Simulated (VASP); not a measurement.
# MgI2 (P-3m1) in VASP: notebook

Aim: see how the results for MgI2 move with the level of theory and the settings. Levels: r2SCAN, PBE, LDA. Tasks: single point.

All numbers are computed with VASP 6.6.1; they aren't measurements. Logs are shortened: lines on timing, memory, paths and dates and some standing lists are left out, and cuts for length are marked.

## 1. The cell of the first run

It takes space group P-3m1 (No. 164, trigonal). Conventional cell: a = 4.157 Å, b = 4.157 Å, c = 6.873 Å, α = 90.00°, β = 90.00°, γ = 120.00°. Mg (site symmetry -3m) has 6 I at 2.92 Å within 3.8 Å. Within 3.8 Å of I (site symmetry 3m) lie 3 Mg at 2.92 Å.

## 2. Single point, r2SCAN

Input file POSCAR:

```
MgI2
1.0
    4.1572130815      0.0000000000      0.0000000000
   -2.0786065407      3.6002521375      0.0000000000
    0.0000000000      0.0000000000      6.8733251562
Mg I
1 2
Direct
    0.0000000000      0.0000000000      0.0000000000
    0.3333333333      0.6666666667      0.2426220995
    0.6666666667      0.3333333333      0.7573779005
```

Input file INCAR.step1:

```
PREC = Accurate
ENCUT = 520
ISMEAR = 0
SIGMA = 0.01
LREAL = F
LASPH = T
NELM = 60
NBANDS = 15
GGA = PE
ALGO = Normal
EDIFF = 1E-4
LWAVE = T
LCHARG = F
```

Input file INCAR.step2:

```
PREC = Accurate
ENCUT = 520
EDIFF = 1E-6
ISMEAR = 0
SIGMA = 0.01
LREAL = F
LASPH = T
NELM = 60
ALGO = Normal
ISIF = 2
LWAVE = F
LCHARG = F
METAGGA = R2SCAN
LMIXTAU = T
NBANDS = 15
ISTART = 1
```

Input file KPOINTS:

```
regular mesh
0
Gamma
  6 6 2
```

Potentials or basis: VASP PAW PBE potentials, release 64 (Mg, I).

Started as:

```bash
cat potpaw_PBE.64/Mg/POTCAR potpaw_PBE.64/I/POTCAR > POTCAR
cp INCAR.step1 INCAR
mpirun -np 1 vasp_std > vasp.out
cp INCAR.step2 INCAR
mpirun -np 1 vasp_std > vasp.out
```

OUTCAR:

```text
PREC = Accurate
   ENCUT = 520
   EDIFF = 1E-6
   ISMEAR = 0
   LREAL = F
   LASPH = T
   NELM = 60
   ISIF = 2
   METAGGA = R2SCAN
   ISTART = 1

 ion  position               nearest neighbor table
   1  0.000  0.000  0.000-   2 2.92   3 2.92   2 2.92   3 2.92   3 2.92   2 2.92
   2  0.333  0.667  0.243-   1 2.92   1 2.92   1 2.92
   3  0.667  0.333  0.757-   1 2.92   1 2.92   1 2.92

  LATTYP: Found a hexagonal cell.
 ALAT       =     4.1572130815
 C/A-ratio  =     1.6533492562

  Lattice vectors:

 A1 = (   4.1572130815,   0.0000000000,   0.0000000000)
 A2 = (  -2.0786065407,   3.6002521375,   0.0000000000)
 A3 = (   0.0000000000,   0.0000000000,   6.8733251562)

Analysis of symmetry for initial positions (statically):
=====================================================================
 Subroutine PRICEL returns:
 Original cell was already a primitive cell.

 Routine SETGRP: Setting up the symmetry group for a
 hexagonal supercell.

 Subroutine GETGRP returns: Found 12 space group operations
 (whereof 12 operations were pure point group operations)
 out of a pool of 24 trial point group operations.

The static configuration has the point symmetry D_3d.

Analysis of symmetry for dynamics (positions and initial velocities):
=====================================================================
 Subroutine PRICEL returns:
 Original cell was already a primitive cell.

 Routine SETGRP: Setting up the symmetry group for a
 hexagonal supercell.

 Subroutine GETGRP returns: Found 12 space group operations
 (whereof 12 operations were pure point group operations)
 out of a pool of 24 trial point group operations.

The dynamic configuration has the point symmetry D_3d.

 Subroutine INISYM returns: Found 12 space group operations
 (whereof 12 operations are pure point group operations),
 and found     1 'primitive' translations

----------------------------------------------------------------------------------------

                                     Primitive cell

  volume of cell :     102.8732

  direct lattice vectors                    reciprocal lattice vectors
     4.157213082  0.000000000  0.000000000     0.240545765  0.138879162  0.000000000
    -2.078606541  3.600252138  0.000000000     0.000000000  0.277758324  0.000000000
     0.000000000  0.000000000  6.873325156     0.000000000  0.000000000  0.145489989

  length of vectors
[... 83 lines left out ...]
   PSTRESS=    0.0 pullay stress
   NELECT =      16.0000    total number of electrons
   NUPDOWN=      -1.0000    fix difference up-down
   EMIN   =  10.00;   EMAX   =-10.00  energy-range for DOS
   EFERMI =   0.00;   METHOD = LEGACY
   ISMEAR =     0;   SIGMA  =   0.01  broadening in eV -4-tet -1-fermi 0-gaus
   EFERMI_NEDOS =   21; number of points for ismear=-14 and -15
   IALGO  =     38    algorithm
   IMIX   =      4    mixing-type and parameters
     AMIX     =   0.40;   BMIX     =  1.00
     AMIX_MAG =   1.60;   BMIX_MAG =  1.00
  volume/ion in A,a.u.               =      34.29       231.41
  Fermi-wavevector in a.u.,A,eV,Ry     =   0.880402  1.663718 10.545969  0.775107
  Thomas-Fermi vector in A             =   2.000757
   LORBIT       =      0    0 simple, 1 ext, 2 COOP (PROOUT), +10 PAW based schemes
   METAGGA = R2SCAN    functional components
   LHFCALC =     F    Hartree Fock is set to
   AEXX    =    0.0000 exact exchange contribution
   IVDW    =     0    specifies the selected vdW correction
   LEPSILON=     F    determine dielectric tensor
   LRPA    =     F    only Hartree local field effects (RPA)
 non-spin polarized calculation
 Gauss-broadening in eV      SIGMA  =   0.01
  energy-cutoff  :      520.00
  volume of cell :      102.87
 maximum number of plane-waves:      2814
 NGX is ok and might be reduce to    32
   NGX = 15   NGY = 15   NGZ = 25

 number of electron      16.0000001 magnetization

 Free energy of the ion-electron system (eV)
  ---------------------------------------------------
  ext. energy  EPLUGINS =         0.00000000
  ---------------------------------------------------
  free energy    TOTEN  =       -56.92518162 eV

  energy without entropy =      -56.92518162  energy(sigma->0) =      -56.92518162

 E-fermi :   2.0670     XC(G=0):  -8.5566

 val. band max:        2.0030574904   @ k =   0.0000   0.0000   0.0000
 cond. band min:       6.1345169168   @ k =   0.5000   0.0000   0.5000
 fundamental gap:      4.1314594264
 Fermi energy:         2.0669831378

 k-point     1 :       0.0000    0.0000    0.0000
  band No.  band energies     occupation
      1     -10.4496      2.00000
      2      -9.6968      2.00000
      3      -1.5641      2.00000
      4       1.5125      2.00000
      5       1.5125      2.00000
      6       1.9117      2.00000
      7       1.9117      2.00000
      8       2.0031      2.00000
      9       6.4827      0.00000
     10       7.4176      0.00000
     11       9.2852      0.00000
     12       9.2852      0.00000
     13      10.1035      0.00000
     14      10.7542      0.00000
[... 221 lines left out ...]
      2      -9.5135      2.00000
      3      -1.1731      2.00000
      4      -0.8164      2.00000
      5      -0.8164      2.00000
      6      -0.2531      2.00000
      7       1.4308      2.00000
      8       1.4308      2.00000
      9       7.4328      0.00000
     10       8.3714      0.00000
     11       8.3714      0.00000
     12       9.8469      0.00000
     13      10.9601      0.00000
     14      11.2241      0.00000
     15      11.4514      0.00000

------------------------ aborting loop because EDIFF is reached ----------------------------------------

  FORCE on cell =-STRESS in cart. coord.  units (eV):
  Direction    XX          YY          ZZ          XY          YZ          ZX
  --------------------------------------------------------------------------------------
  -------------------------------------------------------------------------------------
  Total        0.3170729      0.3170729      0.3564483      0.0000000      0.0000000      0.0000000
  in kB        4.9381885      4.9381885      5.5514319      0.0000000      0.0000000      0.0000000
  external PRESSURE =       5.1426030 kB  Pullay stress =       0.0000000 kB

 VOLUME and BASIS-vectors are now :
 -----------------------------------------------------------------------------
  energy-cutoff  :      520.00
  volume of cell :      102.87
      direct lattice vectors                 reciprocal lattice vectors
     4.157213082  0.000000000  0.000000000     0.240545765  0.138879162  0.000000000
    -2.078606541  3.600252138  0.000000000     0.000000000  0.277758324  0.000000000
     0.000000000  0.000000000  6.873325156     0.000000000  0.000000000  0.145489989

 POSITION                                       TOTAL-FORCE (eV/Angst)
 -----------------------------------------------------------------------------------
      0.00000      0.00000      0.00000         0.000000      0.000000     -0.000000
     -0.00000      2.40017      1.66762        -0.000000      0.000000     -0.043293
      2.07861      1.20008      5.20570         0.000000      0.000000      0.043293
 -----------------------------------------------------------------------------------
    total drift:                                0.000000     -0.000000     -0.000000

  FREE ENERGIE OF THE ION-ELECTRON SYSTEM (eV)
  ---------------------------------------------------
  free  energy   TOTEN  =       -56.9251816248 eV

  energy  without entropy=      -56.9251816248  energy(sigma->0) =      -56.92518162
```

OUTCAR.step1:

```text
PREC = Accurate
   ENCUT = 520
   ISMEAR = 0
   LREAL = F
[... 466 lines left out ...]
      0.00000      0.00000      0.00000         0.000000      0.000000      0.000000
     -0.00000      2.40017      1.66762        -0.000000      0.000000      0.001851
      2.07861      1.20008      5.20570         0.000000      0.000000     -0.001851
 -----------------------------------------------------------------------------------
    total drift:                                0.000000     -0.000000     -0.000000

  FREE ENERGIE OF THE ION-ELECTRON SYSTEM (eV)
  ---------------------------------------------------
  free  energy   TOTEN  =        -7.6979797274 eV

  energy  without entropy=       -7.6979797274  energy(sigma->0) =       -7.69797973
```

It took 2.3 min on 1 thread of Intel Xeon Platinum 8375C at 2.90GHz (Ice Lake), shared host; peak memory 0.24 GiB.

What came out:

```yaml
Free_energy: -56.9252 eV
Pressure: 0.5 GPa
Largest_force: 0.043 eV/Å
Band_gap_on_the_k_mesh: 4.13 eV, indirect (least direct gap 4.48 eV)
```

Forces in eV/Å, atoms in the order of the input:
```
Mg   0.000  0.000  0.000
I    0.000  0.000 -0.043
I    0.000  0.000  0.043
```

Levels at points of the mesh, in eV from the valence-band top:
```
           k point  band 5  band 6  band 7  band 8  band 9  band 10  band 11  band 12
(0.00, 0.00, 0.00)   -0.49   -0.09   -0.09    0.00    4.48     5.41     7.28     7.28
(0.50, 0.00, 0.00)   -1.90   -1.43   -0.92   -0.49    4.19     5.96     6.01     7.52
(0.00, 0.00, 0.50)   -0.39   -0.39   -0.20   -0.20    5.40     5.53     7.09     7.09
(0.50, 0.00, 0.50)   -1.25   -1.15   -0.83   -0.73    4.13     5.76     6.23     6.62
```

Caveat: the k points lie up to 0.46 Å⁻¹ apart; the PAW data sets were made with another functional, which shifts forces and pressure a little; spin-orbit coupling is left out, which moves the levels of the heavy elements.

## 3. Single point, PBE

Input file INCAR:

```
SYSTEM = MgI2
PREC     = Accurate       ! precision mode
ENCUT    = 520            ! plane-wave cutoff, eV
EDIFF    = 1E-6           ! SCF threshold, eV
ISMEAR   = 0              ! smearing method
SIGMA    = 0.01           ! smearing width, eV
LREAL    = .False.        ! projectors in reciprocal space
LASPH    = .True.         ! aspherical terms in the spheres
NELM     = 100            ! most SCF steps
ALGO     = Normal         ! electronic algorithm
ISIF     = 2              ! what is computed and relaxed
LWAVE    = .False.        ! write WAVECAR
LCHARG   = .False.        ! write CHGCAR
GGA      = PE             ! functional
NBANDS   = 15             ! bands
```

Input file KPOINTS:

```
regular mesh
0
Gamma
  6 6 4
  0 0 0
```

POSCAR is that of step 2.

Potentials or basis: VASP PAW PBE potentials, release 64 (Mg, I).

Started as:

```bash
cat potpaw_PBE.64/Mg/POTCAR potpaw_PBE.64/I/POTCAR > POTCAR
mpirun -np 1 vasp_std > vasp.out
```

Wall time 39 s (1 thread of Intel Xeon Platinum 8375C at 2.90GHz (Ice Lake), shared host); peak memory 0.23 GiB.

The run converged. Its results:

| Property | Result |
| --- | --- |
| Free energy | -7.6981 eV |
| Pressure | 1.1 GPa |
| Band gap on the k mesh | 3.51 eV, indirect (least direct gap 3.67 eV) |

Stress tensor (GPa, compression positive):
```
1.00 0.00 0.00
0.00 1.00 0.00
0.00 0.00 1.22
```

Levels at points of the mesh, in eV from the valence-band top:
| k point | band 6 | band 7 | band 8 | band 9 | band 10 | band 11 |
| --- | --- | --- | --- | --- | --- | --- |
| (0.00, 0.00, 0.00) | -0.08 | -0.08 | 0.00 | 3.67 | 4.76 | 6.68 |
| (0.50, 0.00, 0.00) | -1.39 | -0.91 | -0.46 | 3.62 | 5.31 | 5.51 |
| (0.00, 0.00, 0.50) | -0.36 | -0.19 | -0.19 | 4.63 | 4.84 | 6.49 |
| (0.50, 0.00, 0.50) | -1.13 | -0.80 | -0.70 | 3.52 | 5.20 | 5.68 |

Caveat: spin-orbit coupling is left out, which moves the levels of the heavy elements; this functional lacks dispersion, which binds the layers, so the pressure and a relaxed spacing across them are unreliable.

## 4. Single point, LDA

Input file INCAR:

```
SYSTEM = MgI2
PREC     = Accurate       ! precision mode
ENCUT    = 520            ! plane-wave cutoff, eV
EDIFF    = 1E-6           ! SCF threshold, eV
ISMEAR   = 0              ! smearing method
SIGMA    = 0.01           ! smearing width, eV
LREAL    = .FALSE.        ! projectors in reciprocal space
LASPH    = .TRUE.         ! aspherical terms in the spheres
NELM     = 80             ! most SCF steps
ALGO     = Normal         ! electronic algorithm
ISIF     = 2              ! what is computed and relaxed
LWAVE    = .FALSE.        ! write WAVECAR
LCHARG   = .TRUE.         ! write CHGCAR
GGA      = CA             ! functional
LELF     = .TRUE.         ! ELF
LVHAR    = .TRUE.       
NBANDS   = 15             ! bands
```

Input file KPOINTS:

```
Automatic mesh
0
G
  6 6 4
  0 0 0
```

POSCAR is that of step 3.

Potentials or basis: VASP PAW LDA potentials, release 64 (Mg, I).

Started as:

```bash
cat potpaw_LDA.64/Mg/POTCAR potpaw_LDA.64/I/POTCAR > POTCAR
mpirun -np 1 vasp_std > vasp.out
```

Wall time 33 s (1 thread of Intel Xeon Platinum 8375C at 2.90GHz (Ice Lake), shared host); peak memory 0.2 GiB.

Results (log left out):

| Item | Value |
| --- | --- |
| Free energy | -9.0652 eV |
| Pressure | -1.6 GPa |
| Largest force | 0.164 eV/Å |
| Band gap on the k mesh | 3.34 eV, indirect (least direct gap 3.42 eV) |

Forces on the atoms (eV/Å):
```
Mg   0.000  0.000  0.000
I    0.000  0.000 -0.164
I    0.000  0.000  0.164
```

Stress tensor (GPa, compression positive):
```
-1.71  0.00  0.00
 0.00 -1.71  0.00
 0.00  0.00 -1.43
```

Levels at points of the mesh, in eV from the valence-band top:
| k point | band 6 | band 7 | band 8 | band 9 | band 10 | band 11 |
| --- | --- | --- | --- | --- | --- | --- |
| (0.00, 0.00, 0.00) | -0.09 | -0.09 | 0.00 | 3.42 | 4.59 | 6.57 |
| (0.50, 0.00, 0.00) | -1.41 | -0.94 | -0.47 | 3.47 | 5.14 | 5.35 |
| (0.00, 0.00, 0.50) | -0.37 | -0.19 | -0.19 | 4.44 | 4.66 | 6.39 |
| (0.50, 0.00, 0.50) | -1.15 | -0.82 | -0.72 | 3.36 | 5.01 | 5.57 |

Caveat: spin-orbit coupling is left out, which moves the levels of the heavy elements.

## 5. Single point, PBE

Input file INCAR:

```
PREC = Accurate
ENCUT = 520
EDIFF = 1E-6
ISMEAR = 0
SIGMA = 0.01
LREAL = F
LASPH = T
NELM = 100
ALGO = Normal
ISIF = 2
LWAVE = F
LCHARG = F
GGA = PE
NBANDS = 15
```

Input file KPOINTS:

```
Automatic mesh
0
Gamma
  6 6 4
```

POSCAR is that of step 4.

Potentials or basis: VASP PAW PBE potentials, release 64 (Mg, I).

Started as:

```bash
cat potpaw_PBE.64/Mg/POTCAR potpaw_PBE.64/I/POTCAR > POTCAR
mpirun -np 1 vasp_std > vasp.out
```

Wall time 39 s (1 thread of Intel Xeon Platinum 8375C at 2.90GHz (Ice Lake), shared host); peak memory 0.23 GiB.

Results (log left out):

| Item | Value |
| --- | --- |
| Free energy | -7.6981 eV |
| Pressure | 1.1 GPa |
| Band gap on the k mesh | 3.51 eV, indirect (least direct gap 3.67 eV) |

Stress tensor (GPa, compression positive):
```
1.00 0.00 0.00
0.00 1.00 0.00
0.00 0.00 1.22
```

Levels at points of the mesh, in eV from the valence-band top:
| k point | band 6 | band 7 | band 8 | band 9 | band 10 | band 11 |
| --- | --- | --- | --- | --- | --- | --- |
| (0.00, 0.00, 0.00) | -0.08 | -0.08 | 0.00 | 3.67 | 4.76 | 6.68 |
| (0.50, 0.00, 0.00) | -1.39 | -0.91 | -0.46 | 3.62 | 5.31 | 5.51 |
| (0.00, 0.00, 0.50) | -0.36 | -0.19 | -0.19 | 4.63 | 4.84 | 6.49 |
| (0.50, 0.00, 0.50) | -1.13 | -0.80 | -0.70 | 3.52 | 5.20 | 5.68 |

Caveat: spin-orbit coupling is left out, which moves the levels of the heavy elements; this functional lacks dispersion, which binds the layers, so the pressure and a relaxed spacing across them are unreliable. PBE gaps usually lie below the measured ones, often by a third to a half.

## 6. Single point, r2SCAN

POSCAR is that of step 5.

Input file INCAR.step1:

```
SYSTEM = MgI2
PREC     = Accurate       ! precision mode
ENCUT    = 520            ! plane-wave cutoff, eV
ISMEAR   = 0              ! smearing method
SIGMA    = 0.01           ! smearing width, eV
LREAL    = .False.        ! projectors in reciprocal space
LASPH    = .True.         ! aspherical terms in the spheres
NELM     = 80             ! most SCF steps
NBANDS   = 15             ! bands
GGA      = PE             ! functional
ALGO     = Normal         ! electronic algorithm
EDIFF    = 1E-4           ! SCF threshold, eV
LWAVE    = .True.         ! write WAVECAR
LCHARG   = .False.        ! write CHGCAR
```

Input file INCAR.step2:

```
SYSTEM = MgI2
PREC     = Accurate       ! precision mode
ENCUT    = 520            ! plane-wave cutoff, eV
EDIFF    = 1E-7           ! SCF threshold, eV
ISMEAR   = 0              ! smearing method
SIGMA    = 0.01           ! smearing width, eV
LREAL    = .False.        ! projectors in reciprocal space
LASPH    = .True.         ! aspherical terms in the spheres
NELM     = 80             ! most SCF steps
ALGO     = Normal         ! electronic algorithm
ISIF     = 2              ! what is computed and relaxed
LWAVE    = .False.        ! write WAVECAR
LCHARG   = .True.         ! write CHGCAR
METAGGA  = R2SCAN         ! meta-GGA
LMIXTAU  = .True.       
LELF     = .True.         ! ELF
LVHAR    = .True.       
NBANDS   = 15             ! bands
ISTART   = 1
```

Input file KPOINTS:

```
regular mesh
0
Gamma
  6 6 4
  0 0 0
```

Potentials or basis: VASP PAW PBE potentials, release 64 (Mg, I).

Started as:

```bash
cat potpaw_PBE.64/Mg/POTCAR potpaw_PBE.64/I/POTCAR > POTCAR
cp INCAR.step1 INCAR
mpirun -np 1 vasp_std > vasp.out
cp INCAR.step2 INCAR
mpirun -np 1 vasp_std > vasp.out
```

It took 3.3 min on 1 thread of Intel Xeon Platinum 8375C at 2.90GHz (Ice Lake), shared host; peak memory 0.25 GiB.

Results (log left out):

```yaml
Free_energy: -56.9252 eV
Pressure: 0.5 GPa
Largest_force: 0.044 eV/Å
Band_gap_on_the_k_mesh: 4.10 eV, indirect (least direct gap 4.48 eV)
```

Forces on the atoms (eV/Å):
```
Mg   0.000  0.000  0.000
I    0.000  0.000 -0.044
I    0.000  0.000  0.044
```

Levels at points of the mesh, in eV from the valence-band top:
```
           k point  band 5  band 6  band 7  band 8  band 9  band 10  band 11  band 12
(0.00, 0.00, 0.00)   -0.49   -0.09   -0.09    0.00    4.48     5.41     7.28     7.28
(0.50, 0.00, 0.00)   -1.90   -1.43   -0.92   -0.49    4.19     5.96     6.01     7.52
(0.00, 0.00, 0.50)   -0.39   -0.39   -0.20   -0.20    5.40     5.53     7.09     7.09
(0.50, 0.00, 0.50)   -1.25   -1.15   -0.83   -0.73    4.13     5.76     6.23     6.62
```

Caveat: the PAW data sets were made with another functional, which shifts forces and pressure a little; spin-orbit coupling is left out, which moves the levels of the heavy elements.

## 7. The runs side by side

```csv
level,potentials or basis,k mesh,gap on the mesh (eV),pressure (GPa),largest force (eV/Å)
r2SCAN,"VASP PAW PBE potentials, release 64 (Mg, I)",6 × 6 × 2,4.13,0.5,0.04
PBE,"VASP PAW PBE potentials, release 64 (Mg, I)",6 × 6 × 4,3.51,1.1,-
LDA,"VASP PAW LDA potentials, release 64 (Mg, I)",6 × 6 × 4,3.34,-1.6,0.16
r2SCAN,"VASP PAW PBE potentials, release 64 (Mg, I)",6 × 6 × 4,4.10,0.5,0.04
```

Alike in all rows: task single point; no spin polarisation; cell as given; cutoff (eV) 520; smearing gaussian 0.01 eV.

Caveats: some runs use coarse meshes; spin-orbit coupling is left out, which moves the levels of the heavy elements; the PAW data sets were made with another functional, which shifts forces and pressure a little (some runs); this functional lacks dispersion, which binds the layers, so the pressure and a relaxed spacing across them are unreliable (some runs).

Total energies depend on the potentials used, so only differences within one code and one set of settings carry meaning.
